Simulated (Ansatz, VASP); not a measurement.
**SiC5 in VASP and in Ansatz**

INCAR

```
ALGO = Normal
EDIFF = 1E-6
EDIFFG = -0.04
ENCUT = 600
GGA = PE
IBRION = 2
ISIF = 3
ISMEAR = 0
LASPH = True
LCHARG = False
LREAL = False
LWAVE = False
NELM = 60
NSW = 90
PREC = Accurate
SIGMA = 0.1
```

The input KPOINTS:

```
k-points
0
Gamma
  6 6 2
```

Contents of POSCAR:

```
SiC5
1.0
    2.6612997000      0.0000000000      0.0000000000
   -1.3306498500      2.3047531500      0.0000000000
    0.0000000000      0.0000000000     12.9232645200
Si C
1 5
Direct
    0.3333333300      0.6666666700      0.0000000000
    0.3333333300      0.6666666700      0.3333333300
    0.3333333300      0.6666666700      0.6666666700
    0.6666666700      0.3333333300      0.1666666700
    0.6666666700      0.3333333300      0.5000000000
    0.6666666700      0.3333333300      0.8333333300
```

Input for Ansatz:

```yaml
crystal:
  lattice:
    - [2.6612997, 0.0, 0.0]
    - [-1.33064985, 2.30475315, 0.0]
    - [0.0, 0.0, 12.92326452]
  atoms:
    - { symbol: Si, position: [0.33333333, 0.66666667, 0.0] }
    - { symbol: C, position: [0.33333333, 0.66666667, 0.33333333] }
    - { symbol: C, position: [0.33333333, 0.66666667, 0.66666667] }
    - { symbol: C, position: [0.66666667, 0.33333333, 0.16666667] }
    - { symbol: C, position: [0.66666667, 0.33333333, 0.5] }
    - { symbol: C, position: [0.66666667, 0.33333333, 0.83333333] }
basis:
  ecutwfc: 420
kpoints:
  mp_grid: { grid: [6, 6, 2] }
hamiltonian:
  xc: pbe
scf:
  occupations: { method: gaussian, width: 0.1 }
  lower_state_search: "off"
output:
  forces: true
  stress: true
  eigenvalues: true
relax:
  adjacent_minimum: "off"
  f_tol: 0.04
  max_steps: 70
  cell: { stress_tol: 0.4 }
```

Alike in both runs: task relaxation of cell and atoms; functional PBE; k mesh 6 × 6 × 2; occupations gaussian, width 0.1 eV; no spin polarisation.

|  | VASP | Ansatz |
| --- | --- | --- |
| version | VASP 6.6.1 | Ansatz 0.2.0 |
| potentials or method | VASP PAW PBE potentials, release 64 (Si, C), cutoff 600 eV | scalar-relativistic, plane waves, PAW |
| valence electrons in the cell | 24 | 24 |

```tsv
	VASP	Ansatz	Ansatz less VASP
gap on the k mesh at the Fermi level, each at its own relaxed structure (eV)	none	none	-
relaxed volume (Å³/atom)	7.32	7.32	+0.004
relaxed length of the cell vector where the two differ most in proportion (Å)	2.518	2.518	+0.0007
```

A gap of «none» marks a metal or a gap that the smearing closes.

The k mesh is coarse, so the values compare programs but aren't converged. Noted on VASP's run: the volume moved by over 15 % at a fixed basis, so the end points are rough.
